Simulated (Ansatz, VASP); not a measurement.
**Two plane-wave programs on Si**

```xyz
2
Lattice="-2.3714 2.3714 1.3492 2.3714 -2.3714 1.3492 2.3714 2.3714 -1.3492" Properties=species:S:1:pos:R:3 pbc="T T T"
Si    2.3714    0.0000    0.6746
Si    0.0000    0.0000    1.3492
```

Change from the starting cell: strain +0.000 along x and y, +0.015 along z, atoms carried along.

Alike in both runs: task single point; functional r2SCAN; k mesh 20 × 20 × 20; occupations gaussian, width 0.15 eV; no spin polarisation.

|  | VASP | Ansatz |
| --- | --- | --- |
| version | VASP 6.6.1 | Ansatz 0.2.0 |
| potentials or method | VASP PAW PBE potentials, release 64 (Si), cutoff 520 eV | scalar-relativistic, plane waves, PAW |
| valence electrons in the cell | 8 | 8 |

```csv
,VASP,Ansatz,Ansatz less VASP
gap on the k mesh at the Fermi level (eV),none,none,-
pressure (GPa),0.8,1.0,+0.12
"traceless stress, the component that is largest in VASP (GPa)",-1.62,-1.72,-0.101
```

VASP's potentials were made for PBE, not for r2SCAN. A gap of «none» marks a metal or a gap that the smearing closes.
